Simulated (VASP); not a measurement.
Here is a VASP 6.6.1 calculation.

The input POSCAR:

```
KCl
1.0
    3.7704587602      0.0000000000      0.0000000000
    0.0000000000      3.7704587602      0.0000000000
    0.0000000000      0.0000000000      3.7704587602
K Cl
1 1
Direct
    0.0000000000      0.0000000000      0.0000000000
    0.5000000000      0.5000000000      0.5000000000
```

Contents of INCAR.step1:

```
PREC = Accurate
ENCUT = 600
ISMEAR = 0
SIGMA = 0.01
LREAL = F
LASPH = T
NELM = 100
GGA = PE
ALGO = Normal
EDIFF = 1E-4
LWAVE = T
LCHARG = F
```

File INCAR.step2:

```
PREC = Accurate
ENCUT = 600
EDIFF = 1E-6
ISMEAR = 0
SIGMA = 0.01
LREAL = F
LASPH = T
NELM = 100
ALGO = Normal
ISIF = 3
LWAVE = F
LCHARG = F
METAGGA = R2SCAN
LMIXTAU = T
IBRION = 2
NSW = 80
EDIFFG = -0.001
ISTART = 1
```

KPOINTS

```
Automatic mesh
0
Gamma
  6 6 6
```

Potentials or basis: VASP PAW PBE potentials, release 64 (K_sv, Cl).

Command:

```bash
$ cat potpaw_PBE.64/K_sv/POTCAR potpaw_PBE.64/Cl/POTCAR > POTCAR
$ cp INCAR.step1 INCAR
$ mpirun -np 1 vasp_std > vasp.out
$ cp INCAR.step2 INCAR
$ mpirun -np 1 vasp_std > vasp.out
```

Estimate the space group after relaxing (to 0.1 Å).

Pm-3m (No. 221).

What does it give for the band gap on the k mesh?

5.81 eV (least direct gap 6.02 eV).

Final structure:
```
K Cl
1.0
     3.77141    0.00000    0.00000
     0.00000    3.77141    0.00000
     0.00000    0.00000    3.77141
K Cl
1 1
Direct
  0.00000 0.00000 0.00000
  0.50000 0.50000 0.50000
```

 A k mesh can miss the band edges.
